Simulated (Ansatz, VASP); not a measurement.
**Ag in VASP and in Ansatz**

Contents of POSCAR:

```
Ag
1.0
    0.0000000000      2.0290398554      2.0290398554
    2.0290398554      0.0000000000      2.0290398554
    2.0290398554      2.0290398554      0.0000000000
Ag
1
Direct
    0.0000000000      0.0000000000      0.0000000000
```

Contents of INCAR.step1:

```
SYSTEM = Ag
ALGO     = Normal         ! electronic algorithm
EDIFF    = 1E-5           ! SCF threshold, eV
ENCUT    = 520            ! plane-wave cutoff, eV
GGA      = PE             ! functional
ISIF     = 2              ! what is computed and relaxed
ISMEAR   = -1             ! smearing method
LASPH    = .True.         ! aspherical terms in the spheres
LREAL    = .False.        ! projectors in reciprocal space
LWAVE    = .True.         ! write WAVECAR
NBANDS   = 12             ! bands
NELM     = 100            ! most SCF steps
PREC     = Accurate       ! precision mode
SIGMA    = 0.05           ! smearing width, eV
```

File INCAR.step2:

```
SYSTEM = Ag
AEXX     = 0.25           ! exact-exchange fraction
ALGO     = Normal         ! electronic algorithm
EDIFF    = 1E-7           ! SCF threshold, eV
ENCUT    = 520            ! plane-wave cutoff, eV
ISIF     = 2              ! what is computed and relaxed
ISMEAR   = -1             ! smearing method
ISTART   = 1            
LASPH    = .True.         ! aspherical terms in the spheres
LCHARG   = .True.         ! write CHGCAR
LELF     = .True.         ! ELF
LHFCALC  = .True.         ! exact exchange
LMIXTAU  = .True.       
LREAL    = .False.        ! projectors in reciprocal space
LVHAR    = .True.       
LWAVE    = .False.        ! write WAVECAR
METAGGA  = R2SCAN         ! meta-GGA
NBANDS   = 12             ! bands
NELM     = 100            ! most SCF steps
PREC     = Accurate       ! precision mode
PRECFOCK = Normal       
SIGMA    = 0.05           ! smearing width, eV
```

The input KPOINTS:

```
k-points
0
Gamma
  6 6 6
  0 0 0
```

input.yaml

```yaml
crystal:
  lattice:
    - [0.0, 2.0290398554, 2.0290398554]
    - [2.0290398554, 0.0, 2.0290398554]
    - [2.0290398554, 2.0290398554, 0.0]
  atoms:
    - { symbol: Ag, position: [0.0, 0.0, 0.0] }
hamiltonian:
  xc: r2scan0
  pseudopotentials: { kind: paw }
kpoints:
  mp_grid: { grid: [6, 6, 6] }
scf:
  occupations: { method: fermi_dirac, width: 0.05 }
output:
  forces: true
  stress: true
  eigenvalues: true
  write_density: true
  write_potential: true
  elf: true
  volumetric_format: npy
```

Alike in both runs: task single point; functional r2SCAN0; k mesh 6 × 6 × 6; occupations fermi-dirac, width 0.05 eV; no spin polarisation.

|  | VASP | Ansatz |
| --- | --- | --- |
| version | VASP 6.6.1 | Ansatz 0.2.0 |
| potentials or method | VASP PAW PBE potentials, release 64 (Ag) | Ansatz PAW |
| plane-wave cutoff (eV) | 520 | 500 |
| valence electrons in the cell | 11 | 19 |

```tsv
	VASP	Ansatz	Ansatz less VASP
gap on the k mesh at the Fermi level (eV)	none	none	-
pressure (GPa)	5.5	5.4	-0.11
```

VASP's potentials were made for PBE, not for r2SCAN0. A gap of «none» marks a metal or a gap that the smearing closes. With one functional, cell and mesh, what is left measures potentials, basis and numerics. VASP's potentials hold 11 valence electrons a cell and Ansatz's 19, so a difference there can come from the potentials and not from the codes.

The k mesh is coarse, so the values compare programs but aren't converged.
